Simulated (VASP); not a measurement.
# Si in VASP: further runs

The runs below take Si through single point, with PBE.

All numbers are computed with VASP 6.6.1; they aren't measurements. Logs are shortened: lines on timing, memory, paths and dates and some standing lists are left out, and cuts for length are marked.

### Step 1. The cell of the first run

Symmetry: P2/m, No. 10, monoclinic system. The conventional cell has a = 5.008 Å, b = 3.627 Å, c = 6.878 Å, α = 90.00°, β = 103.37°, γ = 90.00°. Si (site symmetry m) has 5 Si at 2.35 to 3.10 Å within 3.2 Å. Within 3.2 Å of Si (site symmetry m) lie 5 Si at 2.34 to 3.10 Å. Si (site symmetry m) has 5 Si at 2.41 to 2.46 Å within 3.2 Å.

### Step 2. Single point, PBE

INCAR reads:

```
PREC     = Accurate       # precision mode
ENCUT    = 520            # plane-wave cutoff, eV
EDIFF    = 1E-7           # SCF threshold, eV
ISMEAR   = 0              # smearing method
SIGMA    = 0.1            # smearing width, eV
LREAL    = F              # projectors in reciprocal space
LASPH    = T              # aspherical terms in the spheres
NELM     = 60             # most SCF steps
ALGO     = Normal         # electronic algorithm
ISIF     = 2              # what is computed and relaxed
LWAVE    = F              # write WAVECAR
LCHARG   = T              # write CHGCAR
GGA      = PE             # functional
LELF     = T              # ELF
LVHAR    = T            
NBANDS   = 21             # bands
```

KPOINTS reads:

```
Automatic mesh
0
Gamma
  4 6 4
```

POSCAR reads:

```
Si
1.0
    5.0082606208      0.0000000000      0.0000000000
    0.0000000000      3.6272295553      0.0000000000
   -1.5908912179      0.0000000000      6.6912812927
Si
6
Direct
    0.9674557522      0.5000000000      0.1651509876
    0.5636689988      0.5000000000      0.6748556154
    0.4363310012      0.5000000000      0.3251443846
    0.0325442478      0.5000000000      0.8348490124
    0.6370402224      0.0000000000      0.1692479705
    0.3629597776      0.0000000000      0.8307520295
```

Potentials or basis: VASP PAW PBE potentials, release 64 (Si).

Command:

```bash
$ cat potpaw_PBE.64/Si/POTCAR > POTCAR
$ mpirun -np 1 vasp_std > vasp.out
```

OUTCAR:

```text
PREC = Accurate
   ENCUT = 520
   EDIFF = 1E-7
   ISMEAR = 0
   LREAL = F
   LASPH = T
   NELM = 60
   ISIF = 2
   GGA = PE

 ion  position               nearest neighbor table
   1  0.967  0.500  0.165-   3 2.35   4 2.37   5 2.46   5 2.46   3 3.10
   2  0.564  0.500  0.675-   3 2.34   4 2.35   6 2.44   6 2.44   4 3.10
   3  0.436  0.500  0.325-   2 2.34   1 2.35   5 2.44   5 2.44   1 3.10
   4  0.033  0.500  0.835-   2 2.35   1 2.37   6 2.46   6 2.46   2 3.10
   5  0.637  0.000  0.169-   6 2.41   3 2.44   3 2.44   1 2.46   1 2.46
   6  0.363  0.000  0.831-   5 2.41   2 2.44   2 2.44   4 2.46   4 2.46

  LATTYP: Found a simple monoclinic cell.
 ALAT       =     5.0082606208
 B/A-ratio  =     0.7242493612
 C/A-ratio  =     1.3732918400
 COS(beta)  =    -0.2313080377

  Lattice vectors:

 A1 = (   5.0082606208,   0.0000000000,   0.0000000000)
 A2 = (   0.0000000000,   3.6272295553,   0.0000000000)
 A3 = (  -1.5908912179,   0.0000000000,   6.6912812927)

Analysis of symmetry for initial positions (statically):
=====================================================================
 Subroutine PRICEL returns:
 Original cell was already a primitive cell.

 Routine SETGRP: Setting up the symmetry group for a
 simple monoclinic supercell.

 Subroutine GETGRP returns: Found  4 space group operations
 (whereof  4 operations were pure point group operations)
 out of a pool of  4 trial point group operations.

The static configuration has the point symmetry C_2h.

Analysis of symmetry for dynamics (positions and initial velocities):
=====================================================================
 Subroutine PRICEL returns:
 Original cell was already a primitive cell.

 Routine SETGRP: Setting up the symmetry group for a
 simple monoclinic supercell.

 Subroutine GETGRP returns: Found  4 space group operations
 (whereof  4 operations were pure point group operations)
 out of a pool of  4 trial point group operations.

The dynamic configuration has the point symmetry C_2h.

 Subroutine INISYM returns: Found  4 space group operations
 (whereof  4 operations are pure point group operations),
 and found     1 'primitive' translations

----------------------------------------------------------------------------------------

                                     Primitive cell

  volume of cell :     121.5546

  direct lattice vectors                    reciprocal lattice vectors
     5.008260621  0.000000000  0.000000000     0.199670120  0.000000000  0.047472738
     0.000000000  3.627229555  0.000000000     0.000000000  0.275692504  0.000000000
    -1.590891218  0.000000000  6.691281293     0.000000000  0.000000000  0.149448208

  length of vectors
     5.008260621  3.627229555  6.877803443     0.205236005  0.275692504  0.149448208

  position of ions in fractional coordinates (direct lattice)
     0.967455752  0.500000000  0.165150988
     0.563668999  0.500000000  0.674855615
     0.436331001  0.500000000  0.325144385
     0.032544248  0.500000000  0.834849012
     0.637040222  0.000000000  0.169247971
     0.362959778  0.000000000  0.830752029

  ion indices of the primitive-cell ions
   primitive index   ion index
                 1           1
                 2           2
                 3           3
                 4           4
                 5           5
                 6           6

----------------------------------------------------------------------------------------

 KPOINTS: Automatic mesh

Automatic generation of k-mesh.
 Grid dimensions read from file:
 generate k-points for:    4    6    4

 Generating k-lattice:

  Cartesian coordinates                     Fractional coordinates (reciprocal lattice)
     0.049917530  0.000000000  0.011868184     0.250000000  0.000000000  0.000000000
     0.000000000  0.045948751  0.000000000     0.000000000  0.166666667  0.000000000
     0.000000000  0.000000000  0.037362052     0.000000000  0.000000000  0.250000000

  Length of vectors
     0.051309001  0.045948751  0.037362052

  Shift w.r.t. Gamma in fractional coordinates (k-lattice)
     0.000000000  0.000000000  0.000000000

 Subroutine IBZKPT returns following result:
 ===========================================

 Found     40 irreducible k-points:

 Following reciprocal coordinates:
            Coordinates               Weight
  0.000000  0.000000  0.000000      1.000000
  0.250000  0.000000 -0.000000      2.000000
  0.500000  0.000000 -0.000000      1.000000
  0.000000  0.166667  0.000000      2.000000
  0.250000  0.166667 -0.000000      4.000000
  0.500000  0.166667 -0.000000      2.000000
[... 16 lines left out ...]
  0.500000  0.333333  0.250000      4.000000
 -0.250000  0.333333  0.250000      4.000000
 [... further k-points ...]
   k-points           NKPTS =     40   k-points in BZ     NKDIM =     40   number of bands    NBANDS=     21
   number of dos      NEDOS =    301   number of ions     NIONS =      6
   total plane-waves  NPLWV =  60480
   dimension x,y,z NGX =    40 NGY =   28 NGZ =   54
   dimension x,y,z NGXF=    80 NGYF=   56 NGZF=  108
   ions per type =               6
   NGX,Y,Z   is equivalent  to a cutoff of  13.28, 12.83, 13.05 a.u.
   NGXF,Y,Z  is equivalent  to a cutoff of  26.56, 25.67, 26.11 a.u.
 SYSTEM =  unknown system
   PREC   = accura    normal or accurate (medium, high low for compatibility)
   ISTART =      0    job   : 0-new  1-cont  2-samecut
   ICHARG =      2    charge: 1-file 2-atom 10-const
   ISPIN  =      1    spin polarized calculation?
   LNONCOLLINEAR =      F non collinear calculations
   LSORBIT =      F    spin-orbit coupling
   LASPH  =      T    aspherical Exc in radial PAW
   ENCUT  =  520.0 eV  38.22 Ry    6.18 a.u.   9.31  6.74 12.79*2*pi/ulx,y,z
   NELM   =     60;   NELMIN=  2; NELMDL= -5     # of ELM steps
   EDIFF  = 0.1E-06   stopping-criterion for ELM
   LREAL  =      F    real-space projection
   EDIFFG = 0.1E-05   stopping-criterion for IOM
   NSW    =      0    number of steps for IOM
   IBRION =     -1    ionic relax: 0-MD 1-quasi-New 2-CG
   NFREE  =      0    steps in history (QN), initial steepest desc. (CG)
   ISIF   =      2    stress and relaxation
   ISYM   =      2    0-nonsym 1-usesym 2-fastsym
   POTIM  = 0.5000    time-step for ionic-motion
   TEBEG  =    0.0;   TEEND  =   0.0 temperature during run
   PSTRESS=    0.0 pullay stress
   NELECT =      24.0000    total number of electrons
   NUPDOWN=      -1.0000    fix difference up-down
   EMIN   =  10.00;   EMAX   =-10.00  energy-range for DOS
   EFERMI =   0.00;   METHOD = LEGACY
   ISMEAR =     0;   SIGMA  =   0.10  broadening in eV -4-tet -1-fermi 0-gaus
   EFERMI_NEDOS =   21; number of points for ismear=-14 and -15
   IALGO  =     38    algorithm
   IMIX   =      4    mixing-type and parameters
     AMIX     =   0.40;   BMIX     =  1.00
     AMIX_MAG =   1.60;   BMIX_MAG =  1.00
  volume/ion in A,a.u.               =      20.26       136.72
  Fermi-wavevector in a.u.,A,eV,Ry     =   0.953282  1.801442 12.364254  0.908747
  Thomas-Fermi vector in A             =   2.081923
   LORBIT       =      0    0 simple, 1 ext, 2 COOP (PROOUT), +10 PAW based schemes
   GGA     = PE    functional components
   LHFCALC =     F    Hartree Fock is set to
   AEXX    =    0.0000 exact exchange contribution
   IVDW    =     0    specifies the selected vdW correction
   LEPSILON=     F    determine dielectric tensor
   LRPA    =     F    only Hartree local field effects (RPA)
 non-spin polarized calculation
 Gauss-broadening in eV      SIGMA  =   0.10
  energy-cutoff  :      520.00
  volume of cell :      121.55
 maximum number of plane-waves:      3291
 NGX is ok and might be reduce to    40
   NGX = 19   NGY = 13   NGZ = 25

 number of electron      23.9999998 magnetization

 Free energy of the ion-electron system (eV)
  ---------------------------------------------------
  ext. energy  EPLUGINS =         0.00000000
  ---------------------------------------------------
  free energy    TOTEN  =       -30.80159662 eV

  energy without entropy =      -30.79419206  energy(sigma->0) =      -30.79789434

 E-fermi :   6.0139     XC(G=0):  -9.3731

 val. band max:        6.0061422548   @ k =   0.5000   0.0000   0.2500
 cond. band min:       6.0480729442   @ k =   0.0000   0.5000   0.2500
 fundamental gap:      0.0419306894
 Fermi energy:         6.0138685882

 k-point     1 :       0.0000    0.0000    0.0000
  band No.  band energies     occupation
      1      -6.4667      2.00000
      2      -4.2717      2.00000
      3      -2.3693      2.00000
      4      -0.9748      2.00000
      5      -0.3157      2.00000
      6       0.8761      2.00000
[... 13 lines left out ...]
     20       9.9074      0.00000
     21      11.2603      0.00000

 k-point     2 :       0.2500    0.0000   -0.0000
  band No.  band energies     occupation
      1      -6.1442      2.00000
      2      -4.0695      2.00000
      3      -3.2053      2.00000
      4      -2.2108      2.00000
      5      -0.0303      2.00000
      6       1.9169      2.00000
[... 13 lines left out ...]
     20      10.6545      0.00000
     21      10.8029      0.00000

 k-point     3 :       0.5000    0.0000   -0.0000
  band No.  band energies     occupation
      1      -5.5108      2.00000
      2      -4.5699      2.00000
      3      -3.2985      2.00000
      4      -3.0310      2.00000
      5      -0.0123      2.00000
      6       1.8962      2.00000
[... 13 lines left out ...]
     20      10.8198      0.00000
     21      10.8623      0.00000
[... 457 lines left out ...]
 k-point    23 :       0.5000    0.3333    0.2500
  band No.  band energies     occupation
      1      -4.2697      2.00000
      2      -3.6194      2.00000
      3      -3.0915      2.00000
      4      -1.6620      2.00000
      5      -0.6136      2.00000
      6       0.4078      2.00000
[... 13 lines left out ...]
     20      10.8604      0.00000
     21      11.1859      0.00000

 k-point    24 :      -0.2500    0.3333    0.2500
  band No.  band energies     occupation
      1      -4.9950      2.00000
      2      -3.2998      2.00000
      3      -2.5261      2.00000
      4      -1.4168      2.00000
      5      -0.3870      2.00000
      6      -0.0061      2.00000
[... 13 lines left out ...]
     20      10.9238      0.00000
     21      11.6843      0.00000

 [... further k-points ...]

------------------------ aborting loop because EDIFF is reached ----------------------------------------

  FORCE on cell =-STRESS in cart. coord.  units (eV):
  Direction    XX          YY          ZZ          XY          YZ          ZX
  --------------------------------------------------------------------------------------
  -------------------------------------------------------------------------------------
  Total        0.3686368     -0.4258286      0.1612576      0.0000000      0.0000000     -0.1736720
  in kB        4.8589013     -5.6127296      2.1254920      0.0000000      0.0000000     -2.2891226
  external PRESSURE =       0.4572212 kB  Pullay stress =       0.0000000 kB

 VOLUME and BASIS-vectors are now :
 -----------------------------------------------------------------------------
  energy-cutoff  :      520.00
  volume of cell :      121.55
      direct lattice vectors                 reciprocal lattice vectors
     5.008260621  0.000000000  0.000000000     0.199670120  0.000000000  0.047472738
     0.000000000  3.627229555  0.000000000     0.000000000  0.275692504  0.000000000
    -1.590891218  0.000000000  6.691281293     0.000000000  0.000000000  0.149448208

 POSITION                                       TOTAL-FORCE (eV/Angst)
 -----------------------------------------------------------------------------------
      4.58253      1.81361      1.10507         0.035264     -0.000000      0.051382
      1.74938      1.81361      4.51565         0.014888     -0.000000      0.045362
      1.66799      1.81361      2.17563        -0.014888      0.000000     -0.045362
     -1.16516      1.81361      5.58621        -0.035264     -0.000000     -0.051382
      2.92121      0.00000      1.13249        -0.036329     -0.000000      0.020797
      0.49616      0.00000      5.55880         0.036329      0.000000     -0.020797
 -----------------------------------------------------------------------------------
    total drift:                               -0.000000     -0.000000     -0.000000

  FREE ENERGIE OF THE ION-ELECTRON SYSTEM (eV)
  ---------------------------------------------------
  free  energy   TOTEN  =       -30.8015966190 eV

  energy  without entropy=      -30.7941920647  energy(sigma->0) =      -30.79789434
```

Run time: 88 s. Hardware: 1 thread of Intel Xeon 6975P-C, shared host; peak memory 0.26 GiB.

What came out:

```
Free energy            : -30.8016 eV
Pressure               : 0.0 GPa
Largest force          : 0.062 eV/Å
Band gap on the k mesh : zero (bands 12 and 13 overlap by 2.30 eV)
```

Forces on the atoms (eV/Å):
```
Si   0.035  0.000  0.051
Si   0.015  0.000  0.045
Si  -0.015  0.000 -0.045
Si  -0.035  0.000 -0.051
Si  -0.036  0.000  0.021
Si   0.036  0.000 -0.021
```

### Step 3. Single point, PBE

INCAR reads:

```
SYSTEM = Si
PREC = Accurate
ENCUT = 520
EDIFF = 1E-7
ISMEAR = 0
SIGMA = 0.2
LREAL = .False.
LASPH = .True.
NELM = 80
ALGO = Normal
ISIF = 2
LWAVE = .False.
LCHARG = .False.
GGA = PE
NBANDS = 21
```

KPOINTS reads:

```
regular mesh
0
Gamma
  6 6 4
  0 0 0
```

POSCAR reads:

```
Si
1.0
    0.0022179064      0.0006120164      3.6272288256
    2.0797773687     -4.5560070819      0.0001112496
    5.4263991300      4.2259151902     -0.0036731741
Si
6
Direct
    0.4991616308      0.4674096931      0.1652328505
    0.5006836888      0.0636229397      0.6749374782
    0.4993699234      0.9362898764      0.3249518549
    0.5007416857      0.5324981887      0.8349308752
   -0.0006210348      0.1369941633      0.1693298333
    0.0006641063      0.8631851387      0.8306171080
```

Potentials or basis: VASP PAW PBE potentials, release 64 (Si).

Command:

```bash
$ cat potpaw_PBE.64/Si/POTCAR > POTCAR
$ mpirun -np 1 vasp_std > vasp.out
```

OUTCAR:

```text
SYSTEM = Si
   PREC = Accurate
   ENCUT = 520
   EDIFF = 1E-7
   ISMEAR = 0
   LREAL = .False.
   LASPH = .True.
   NELM = 80
   ISIF = 2
   GGA = PE

 ion  position               nearest neighbor table
   1  0.499  0.467  0.165-   3 2.35   4 2.37   5 2.46   5 2.46   3 3.10
   2  0.501  0.064  0.675-   3 2.34   4 2.35   6 2.44   6 2.44   4 3.10
   3  0.499  0.936  0.325-   2 2.34   1 2.35   5 2.44   5 2.44   1 3.10
   4  0.501  0.532  0.835-   2 2.35   1 2.37   6 2.46   6 2.46   2 3.10
   5  0.999  0.137  0.169-   6 2.41   3 2.44   3 2.44   1 2.46   1 2.46
   6  0.001  0.863  0.831-   5 2.41   2 2.44   2 2.44   4 2.46   4 2.46
[... 787 lines left out ...]
  -------------------------------------------------------------------------------------
  Total       -0.0609679     -0.0411070     -0.0182355     -0.0037969     -0.0006021      0.0062539
  in kB       -0.8036009     -0.5418207     -0.2403571     -0.0500454     -0.0079361      0.0824307
  external PRESSURE =      -0.5285929 kB  Pullay stress =       0.0000000 kB

 VOLUME and BASIS-vectors are now :
 -----------------------------------------------------------------------------
  energy-cutoff  :      520.00
  volume of cell :      121.55
      direct lattice vectors                 reciprocal lattice vectors
     0.002217906  0.000612016  3.627228826     0.000133807  0.000067814  0.275692467
     2.079777369 -4.556007082  0.000111250     0.126102748 -0.161925640 -0.000049785
     5.426399130  4.225915190 -0.003673174     0.135952783  0.062061254 -0.000093601

 POSITION                                       TOTAL-FORCE (eV/Angst)
 -----------------------------------------------------------------------------------
      1.86983     -1.43096      1.81002        -0.004379     -0.004106      0.006274
      3.79591      2.56267      1.81362        -0.004638      0.004565     -0.002936
      3.71170     -2.89222      1.81024         0.008303     -0.006674      0.002221
      5.63926      1.10259      1.81330         0.003111     -0.001162     -0.003454
      1.20599      0.09204      3.62437        -0.012729      0.011360     -0.000437
      6.30249     -0.42256     -0.00055         0.010332     -0.003984     -0.001667
 -----------------------------------------------------------------------------------
    total drift:                                0.000001     -0.000002     -0.000000

  FREE ENERGIE OF THE ION-ELECTRON SYSTEM (eV)
  ---------------------------------------------------
  free  energy   TOTEN  =       -30.8184502746 eV

  energy  without entropy=      -30.7915573622  energy(sigma->0) =      -30.80500382
```

stdout:

```text
POSCAR found type information on POSCAR Si
 POSCAR found :  1 types and       6 ions
 scaLAPACK will be used
 LDA part: xc-table for (Slater+PW92), standard interpolation
 POSCAR, INCAR and KPOINTS ok, starting setup
 FFT: planning ... GRIDC
 FFT: planning ... GRID_SOFT
 FFT: planning ... GRID
 WAVECAR not read
 entering main loop
```

It took 2.6 min on 1 thread of Intel Xeon 6975P-C, shared host; peak memory 0.3 GiB.

Results:

* Free energy: -30.8185 eV
* Pressure: -0.1 GPa
* Largest force: 0.017 eV/Å
* Band gap on the k mesh: zero (bands 12 and 13 overlap by 2.41 eV)

Forces in eV/Å, atoms in the order of the input:
```
Si  -0.004 -0.004  0.006
Si  -0.005  0.005 -0.003
Si   0.008 -0.007  0.002
Si   0.003 -0.001 -0.003
Si  -0.013  0.011  0.000
Si   0.010 -0.004 -0.002
```

(Continued in part 2 of 2.)

The gap in the log of VASP goes by the Fermi energy; the results here count the filled bands.